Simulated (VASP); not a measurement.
Al, 8 atoms in the cell. The cell holds a slab with vacuum, 8 atoms: a = 4.203 Å, b = 4.203 Å, c = 29.373 Å, α = 90.00°, β = 90.00°, γ = 90.00°. 

```yaml
Program: VASP 6.6.1
Task: single point
Functional: PBE
Dispersion: D3(BJ)
Potentials_or_basis: VASP PAW PBE potentials, release 64 (Al)
Cutoff: 400 eV
k_mesh: 8 × 8 × 1
Occupations: methfessel-paxton, width 0.1 eV
Spin: no spin polarisation
Dipole_correction: yes
Further_INCAR_settings: ALGO = Normal; EDIFF = 1e-06; NBANDS = 22; NELMDL = -8
```

Potentials or basis: VASP PAW PBE potentials, release 64 (Al).

Run with:

```sh
$ cat potpaw_PBE.64/Al/POTCAR > POTCAR
$ mpirun -np 1 vasp_std > vasp.out
```

Hardware: 1 thread of Intel(R) Xeon(R) 6975P-C (Granite Rapids), on a shared host.

Estimate the wall time of this run.

Run time: 99 s on 1 thread of Intel(R) Xeon(R) 6975P-C (Granite Rapids) (shared host), peak memory 0.41 GiB. Counts: scf iterations 27, k points 15.
